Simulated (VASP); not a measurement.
Here is a VASP 6.6.1 calculation.

Contents of POSCAR:

```
GaN
1.0
    0.0000000000      2.2489526325      2.2489526325
    2.2489526325      0.0000000000      2.2489526325
    2.2489526325      2.2489526325      0.0000000000
Ga N
1 1
Direct
    0.0000000000      0.0000000000      0.0000000000
    0.7500000000      0.7500000000      0.7500000000
```

The input INCAR.step1:

```
ALGO = Normal ; EDIFF = 1E-4
ENCUT = 520 ; GGA = PE
ISMEAR = -1 ; LASPH = T
LCHARG = F ; LREAL = F
LWAVE = T ; NBANDS = 16
NELM = 60 ; PREC = Accurate
SIGMA = 0.02
```

INCAR.step2

```
ALGO = Normal ; EDIFF = 1E-6
ENCUT = 520 ; ISIF = 2
ISMEAR = -1 ; ISTART = 1
LASPH = T ; LCHARG = F
LMIXTAU = T ; LREAL = F
LWAVE = F ; METAGGA = R2SCAN
NBANDS = 16 ; NELM = 60
PREC = Accurate ; SIGMA = 0.02
```

Contents of KPOINTS:

```
k-points
0
Gamma
  8 8 8
```

Potentials or basis: VASP PAW PBE potentials, release 64 (Ga_d, N).

The run is started by

```sh
$ cat potpaw_PBE.64/Ga_d/POTCAR potpaw_PBE.64/N/POTCAR > POTCAR
$ cp INCAR.step1 INCAR
$ mpirun -np 1 vasp_std > vasp.out
$ cp INCAR.step2 INCAR
$ mpirun -np 1 vasp_std > vasp.out
```

Q: What does it give for the pressure?

A: 1.1 GPa.

Q: Predict the band gap on the k mesh.

A: 2.16 eV, direct.

Caveat: the PAW data sets were made with another functional, which shifts forces and pressure a little. r2SCAN opens gaps a little over a GGA but as a rule still falls short of measured ones.
